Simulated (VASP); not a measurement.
# Mg2Ti3O3 (P4/mmm) in VASP: single point with r2SCAN

Aim: the single point of Mg2Ti3O3 with r2SCAN.

Everything below comes from runs of VASP 6.6.1. Logs are shortened: lines on timing, memory, paths and dates and some standing lists are left out, and cuts for length are marked.

## Step 1: The cell of the first run

The structure is tetragonal, space group P4/mmm (No. 123). Conventional cell: a = 3.240 Å, b = 3.240 Å, c = 9.456 Å, α = 90.00°, β = 90.00°, γ = 90.00°. Within 2.6 Å of Mg (site symmetry 4/mmm) lie 6 O at 1.97 to 2.29 Å. Within 3.0 Å of Mg (site symmetry 4/mmm) lie 6 Ti at 2.29 to 2.52 Å. Within 2.9 Å of Ti (site symmetry 4mm) lie 5 O at 2.21 to 2.30 Å and 1 Mg at 2.52 Å. Within 3.0 Å of Ti (site symmetry 4/mmm) lie 4 Mg at 2.29 Å and 2 O at 2.75 Å. O (site symmetry 4mm) has 1 Mg at 1.97 Å and 4 Ti at 2.30 Å within 2.6 Å. Within 2.9 Å of O (site symmetry 4/mmm) lie 2 Ti at 2.21 Å and 4 Mg at 2.29 Å.

## Step 2: Single point, r2SCAN

Input file POSCAR:

```
Mg2Ti3O3
1.0
    3.2404842418      0.0000000000      0.0000000000
    0.0000000000      3.2404842418      0.0000000000
    0.0000000000      0.0000000000      9.4558331522
Mg Ti O
2 3 3
Direct
    0.5000000000      0.5000000000      0.5000000000
    0.0000000000      0.0000000000      0.0000000000
    0.0000000000      0.0000000000      0.2664505021
    0.0000000000      0.0000000000      0.7335494979
    0.5000000000      0.5000000000      0.0000000000
    0.5000000000      0.5000000000      0.2911890453
    0.5000000000      0.5000000000      0.7088109547
    0.0000000000      0.0000000000      0.5000000000
```

Input file INCAR.step1:

```
SYSTEM = Mg2Ti3O3
  PREC = Accurate
  ENCUT = 520
  ISMEAR = 0
  SIGMA = 0.1
  LREAL = .FALSE.
  LASPH = .TRUE.
  NELM = 80
  NBANDS = 39
  GGA = PE
  ALGO = Normal
  EDIFF = 1E-4
  LWAVE = .TRUE.
  LCHARG = .FALSE.
```

Input file INCAR.step2:

```
SYSTEM = Mg2Ti3O3
  PREC = Accurate
  ENCUT = 520
  EDIFF = 1E-7
  ISMEAR = 0
  SIGMA = 0.1
  LREAL = .FALSE.
  LASPH = .TRUE.
  NELM = 80
  ALGO = Normal
  ISIF = 2
  LWAVE = .FALSE.
  LCHARG = .TRUE.
  METAGGA = R2SCAN
  LMIXTAU = .TRUE.
  LELF = .TRUE.
  LVHAR = .TRUE.
  NBANDS = 39
  ISTART = 1
```

Input file KPOINTS:

```
regular mesh
0
G
  10 10 4
  0 0 0
```

Potentials or basis: VASP PAW PBE potentials, release 64 (Mg, Ti_sv, O).

Started as:

```bash
> cat potpaw_PBE.64/Mg/POTCAR potpaw_PBE.64/Ti_sv/POTCAR potpaw_PBE.64/O/POTCAR > POTCAR
> cp INCAR.step1 INCAR
> mpirun -np 1 vasp_std > vasp.out
> cp INCAR.step2 INCAR
> mpirun -np 1 vasp_std > vasp.out
```

OUTCAR:

```text
SYSTEM = Mg2Ti3O3
   PREC = Accurate
   ENCUT = 520
   EDIFF = 1E-7
   ISMEAR = 0
   LREAL = .FALSE.
   LASPH = .TRUE.
   NELM = 80
   ISIF = 2
   METAGGA = R2SCAN
   ISTART = 1

 ion  position               nearest neighbor table
   1  0.500  0.500  0.500-   6 1.97   7 1.97   8 2.29   8 2.29   8 2.29   8 2.29   4 3.18   4 3.18
                             3 3.18   4 3.18   3 3.18   3 3.18   4 3.18   3 3.18
   2  0.000  0.000  0.000-   5 2.29   5 2.29   5 2.29   5 2.29   3 2.52   4 2.52
   3  0.000  0.000  0.266-   8 2.21   6 2.30   6 2.30   6 2.30   6 2.30   2 2.52   1 3.18   1 3.18
                             1 3.18   1 3.18
   4  0.000  0.000  0.734-   8 2.21   7 2.30   7 2.30   7 2.30   7 2.30   2 2.52   1 3.18   1 3.18
                             1 3.18   1 3.18
   5  0.500  0.500  0.000-   2 2.29   2 2.29   2 2.29   2 2.29
   6  0.500  0.500  0.291-   1 1.97   3 2.30   3 2.30   3 2.30   3 2.30
   7  0.500  0.500  0.709-   1 1.97   4 2.30   4 2.30   4 2.30   4 2.30
   8  0.000  0.000  0.500-   3 2.21   4 2.21   1 2.29   1 2.29   1 2.29   1 2.29

  LATTYP: Found a simple tetragonal cell.
 ALAT       =     3.2404842418
 C/A-ratio  =     2.9180309011

  Lattice vectors:

 A1 = (   3.2404842418,   0.0000000000,   0.0000000000)
 A2 = (   0.0000000000,   3.2404842418,   0.0000000000)
 A3 = (   0.0000000000,   0.0000000000,   9.4558331522)

Analysis of symmetry for initial positions (statically):
=====================================================================
 Subroutine PRICEL returns:
 Original cell was already a primitive cell.

 Routine SETGRP: Setting up the symmetry group for a
 simple tetragonal supercell.

 Subroutine GETGRP returns: Found 16 space group operations
 (whereof 16 operations were pure point group operations)
 out of a pool of 16 trial point group operations.

The static configuration has the point symmetry D_4h.

Analysis of symmetry for dynamics (positions and initial velocities):
=====================================================================
 Subroutine PRICEL returns:
 Original cell was already a primitive cell.

 Routine SETGRP: Setting up the symmetry group for a
 simple tetragonal supercell.

 Subroutine GETGRP returns: Found 16 space group operations
 (whereof 16 operations were pure point group operations)
 out of a pool of 16 trial point group operations.

The dynamic configuration has the point symmetry D_4h.

 Subroutine INISYM returns: Found 16 space group operations
 (whereof 16 operations are pure point group operations),
 and found     1 'primitive' translations

----------------------------------------------------------------------------------------

                                     Primitive cell

  volume of cell :      99.2932

  direct lattice vectors                    reciprocal lattice vectors
     3.240484242  0.000000000  0.000000000     0.308595853  0.000000000  0.000000000
     0.000000000  3.240484242  0.000000000     0.000000000  0.308595853  0.000000000
     0.000000000  0.000000000  9.455833152     0.000000000  0.000000000  0.105754827

  length of vectors
     3.240484242  3.240484242  9.455833152     0.308595853  0.308595853  0.105754827

  position of ions in fractional coordinates (direct lattice)
     0.500000000  0.500000000  0.500000000
     0.000000000  0.000000000  0.000000000
     0.000000000  0.000000000  0.266450502
     0.000000000  0.000000000  0.733549498
     0.500000000  0.500000000  0.000000000
     0.500000000  0.500000000  0.291189045
     0.500000000  0.500000000  0.708810955
     0.000000000  0.000000000  0.500000000

  ion indices of the primitive-cell ions
   primitive index   ion index
                 1           1
                 2           2
                 3           3
                 4           4
                 5           5
                 6           6
                 7           7
                 8           8

----------------------------------------------------------------------------------------

 KPOINTS: regular mesh

Automatic generation of k-mesh.
 Grid dimensions read from file:
 generate k-points for:   10   10    4

 Generating k-lattice:

  Cartesian coordinates                     Fractional coordinates (reciprocal lattice)
     0.030859585  0.000000000  0.000000000     0.100000000  0.000000000  0.000000000
     0.000000000  0.030859585  0.000000000     0.000000000  0.100000000  0.000000000
     0.000000000  0.000000000  0.026438707     0.000000000  0.000000000  0.250000000

  Length of vectors
     0.030859585  0.030859585  0.026438707

  Shift w.r.t. Gamma in fractional coordinates (k-lattice)
     0.000000000  0.000000000  0.000000000

 Subroutine IBZKPT returns following result:
 ===========================================

 Found     63 irreducible k-points:

 Following reciprocal coordinates:
            Coordinates               Weight
  0.000000  0.000000  0.000000      1.000000
  0.100000  0.000000  0.000000      4.000000
  0.200000  0.000000  0.000000      4.000000
  0.300000  0.000000  0.000000      4.000000
  0.400000  0.000000  0.000000      4.000000
  0.500000  0.000000  0.000000      2.000000
[... 16 lines left out ...]
  0.100000  0.000000  0.250000      8.000000
  0.200000  0.000000  0.250000      8.000000
 [... further k-points ...]
   k-points           NKPTS =     63   k-points in BZ     NKDIM =     63   number of bands    NBANDS=     39
   number of dos      NEDOS =    301   number of ions     NIONS =      8
   total plane-waves  NPLWV =  40320
   dimension x,y,z NGX =    24 NGY =   24 NGZ =   70
   dimension x,y,z NGXF=    48 NGYF=   48 NGZF=  140
   ions per type =               2   3   3
   NGX,Y,Z   is equivalent  to a cutoff of  12.31, 12.31, 12.31 a.u.
   NGXF,Y,Z  is equivalent  to a cutoff of  24.63, 24.63, 24.61 a.u.
 SYSTEM =  Mg2Ti3O3
   PREC   = accura    normal or accurate (medium, high low for compatibility)
   ISTART =      1    job   : 0-new  1-cont  2-samecut
   ICHARG =      0    charge: 1-file 2-atom 10-const
   ISPIN  =      1    spin polarized calculation?
   LNONCOLLINEAR =      F non collinear calculations
   LSORBIT =      F    spin-orbit coupling
   LASPH  =      T    aspherical Exc in radial PAW
   ENCUT  =  520.0 eV  38.22 Ry    6.18 a.u.   6.03  6.03 17.58*2*pi/ulx,y,z
   NELM   =     80;   NELMIN=  2; NELMDL=  0     # of ELM steps
   EDIFF  = 0.1E-06   stopping-criterion for ELM
   LREAL  =      F    real-space projection
   EDIFFG = 0.1E-05   stopping-criterion for IOM
   NSW    =      0    number of steps for IOM
   IBRION =     -1    ionic relax: 0-MD 1-quasi-New 2-CG
   NFREE  =      0    steps in history (QN), initial steepest desc. (CG)
   ISIF   =      2    stress and relaxation
   ISYM   =      2    0-nonsym 1-usesym 2-fastsym
   POTIM  = 0.5000    time-step for ionic-motion
   TEBEG  =    0.0;   TEEND  =   0.0 temperature during run
   PSTRESS=    0.0 pullay stress
   NELECT =      58.0000    total number of electrons
   NUPDOWN=      -1.0000    fix difference up-down
   EMIN   =  10.00;   EMAX   =-10.00  energy-range for DOS
   EFERMI =   0.00;   METHOD = LEGACY
   ISMEAR =     0;   SIGMA  =   0.10  broadening in eV -4-tet -1-fermi 0-gaus
   EFERMI_NEDOS =   21; number of points for ismear=-14 and -15
   IALGO  =     38    algorithm
   IMIX   =      4    mixing-type and parameters
     AMIX     =   0.40;   BMIX     =  1.00
     AMIX_MAG =   1.60;   BMIX_MAG =  1.00
  volume/ion in A,a.u.               =      12.41        83.76
  Fermi-wavevector in a.u.,A,eV,Ry     =   1.368498  2.586087 25.480825  1.872788
  Thomas-Fermi vector in A             =   2.494457
   LORBIT       =      0    0 simple, 1 ext, 2 COOP (PROOUT), +10 PAW based schemes
   METAGGA = R2SCAN    functional components
   LHFCALC =     F    Hartree Fock is set to
   AEXX    =    0.0000 exact exchange contribution
   IVDW    =     0    specifies the selected vdW correction
   LEPSILON=     F    determine dielectric tensor
   LRPA    =     F    only Hartree local field effects (RPA)
 non-spin polarized calculation
 Gauss-broadening in eV      SIGMA  =   0.10
  energy-cutoff  :      520.00
  volume of cell :       99.29
 maximum number of plane-waves:      2712
   NGX = 13   NGY = 13   NGZ = 35

 number of electron      57.9999990 magnetization

 Free energy of the ion-electron system (eV)
  ---------------------------------------------------
  ext. energy  EPLUGINS =         0.00000000
  ---------------------------------------------------
  free energy    TOTEN  =       -75.47425302 eV

  energy without entropy =      -75.45323905  energy(sigma->0) =      -75.46374603

 E-fermi :   7.7039     XC(G=0): -11.8707

 val. band max:        7.6990614796   @ k =   0.3000   0.1000   0.0000
 cond. band min:       7.7100718365   @ k =   0.5000   0.0000   0.0000
 fundamental gap:      0.0110103569
 Fermi energy:         7.7038771765

 k-point     1 :       0.0000    0.0000    0.0000
  band No.  band energies     occupation
      1     -52.9360      2.00000
      2     -52.9357      2.00000
      3     -51.4909      2.00000
      4     -28.1185      2.00000
      5     -28.1075      2.00000
      6     -28.0928      2.00000
[... 31 lines left out ...]
     38       8.8951      0.00000
     39       8.9123      0.00000

 k-point     2 :       0.1000    0.0000    0.0000
  band No.  band energies     occupation
      1     -52.9350      2.00000
      2     -52.9347      2.00000
      3     -51.4894      2.00000
      4     -28.1176      2.00000
      5     -28.1075      2.00000
      6     -28.1069      2.00000
[... 31 lines left out ...]
     38       9.0374      0.00000
     39       9.0997      0.00000

 k-point     3 :       0.2000    0.0000    0.0000
  band No.  band energies     occupation
      1     -52.9322      2.00000
      2     -52.9319      2.00000
      3     -51.4854      2.00000
      4     -28.1450      2.00000
      5     -28.1449      2.00000
      6     -28.1137      2.00000
[... 31 lines left out ...]
     38       9.4423      0.00000
     39       9.4633      0.00000

 k-point     4 :       0.3000    0.0000    0.0000
  band No.  band energies     occupation
      1     -52.9288      2.00000
      2     -52.9285      2.00000
      3     -51.4805      2.00000
      4     -28.1912      2.00000
      5     -28.1908      2.00000
      6     -28.1099      2.00000
[... 31 lines left out ...]
     38       9.8803      0.00000
     39      10.0088      0.00000
[... 754 lines left out ...]
     38       8.8694      0.00000
     39       8.9133      0.00000

 k-point    23 :       0.1000    0.0000    0.2500
  band No.  band energies     occupation
      1     -52.9349      2.00000
      2     -52.9347      2.00000
      3     -51.4894      2.00000
      4     -28.1175      2.00000
      5     -28.1078      2.00000
      6     -28.1070      2.00000
[... 31 lines left out ...]
     38       9.0316      0.00000
     39       9.0670      0.00000

 k-point    24 :       0.2000    0.0000    0.2500
  band No.  band energies     occupation
      1     -52.9322      2.00000
      2     -52.9320      2.00000
      3     -51.4854      2.00000
      4     -28.1452      2.00000
      5     -28.1447      2.00000
      6     -28.1134      2.00000
[... 31 lines left out ...]
     38       9.4600      0.00000
     39       9.4688      0.00000

 [... further k-points ...]

------------------------ aborting loop because EDIFF is reached ----------------------------------------

  FORCE on cell =-STRESS in cart. coord.  units (eV):
  Direction    XX          YY          ZZ          XY          YZ          ZX
  --------------------------------------------------------------------------------------
  -------------------------------------------------------------------------------------
  Total       -2.2161000     -2.2161000     -1.7030006      0.0000000     -0.0000000      0.0000000
  in kB      -35.7585836    -35.7585836    -27.4793055      0.0000000     -0.0000000      0.0000000
  external PRESSURE =     -32.9988243 kB  Pullay stress =       0.0000000 kB

 VOLUME and BASIS-vectors are now :
 -----------------------------------------------------------------------------
  energy-cutoff  :      520.00
  volume of cell :       99.29
      direct lattice vectors                 reciprocal lattice vectors
     3.240484242  0.000000000  0.000000000     0.308595853  0.000000000  0.000000000
     0.000000000  3.240484242  0.000000000     0.000000000  0.308595853  0.000000000
     0.000000000  0.000000000  9.455833152     0.000000000  0.000000000  0.105754827

 POSITION                                       TOTAL-FORCE (eV/Angst)
 -----------------------------------------------------------------------------------
      1.62024      1.62024      4.72792         0.000000      0.000000     -0.000000
      0.00000      0.00000      0.00000         0.000000      0.000000     -0.000000
      0.00000      0.00000      2.51951         0.000000      0.000000     -0.128785
      0.00000      0.00000      6.93632        -0.000000      0.000000      0.128785
      1.62024      1.62024      0.00000         0.000000      0.000000     -0.000000
      1.62024      1.62024      2.75344         0.000000     -0.000000      0.340321
      1.62024      1.62024      6.70240        -0.000000     -0.000000     -0.340321
      0.00000      0.00000      4.72792         0.000000      0.000000     -0.000000
 -----------------------------------------------------------------------------------
    total drift:                                0.000000     -0.000000     -0.000000

  FREE ENERGIE OF THE ION-ELECTRON SYSTEM (eV)
  ---------------------------------------------------
  free  energy   TOTEN  =       -75.4742530189 eV

  energy  without entropy=      -75.4532390471  energy(sigma->0) =      -75.46374603
```

Run time: 36 min. Hardware: 1 thread of Intel Xeon 8259CL, shared host; peak memory 0.32 GiB.

Results:

```
Free energy            : -75.4743 eV
Pressure               : -3.3 GPa
Largest force          : 0.340 eV/Å
Band gap on the k mesh : zero (bands 29 and 30 overlap by 0.24 eV)
```

Forces in eV/Å, atoms in the order of the input:
```
Mg   0.000  0.000  0.000
Mg   0.000  0.000  0.000
Ti   0.000  0.000 -0.129
Ti   0.000  0.000  0.129
Ti   0.000  0.000  0.000
O    0.000  0.000  0.340
O    0.000  0.000 -0.340
O    0.000  0.000  0.000
```

Caveat: the cell stands under tension; the PAW data sets were made with another functional, which shifts forces and pressure a little.
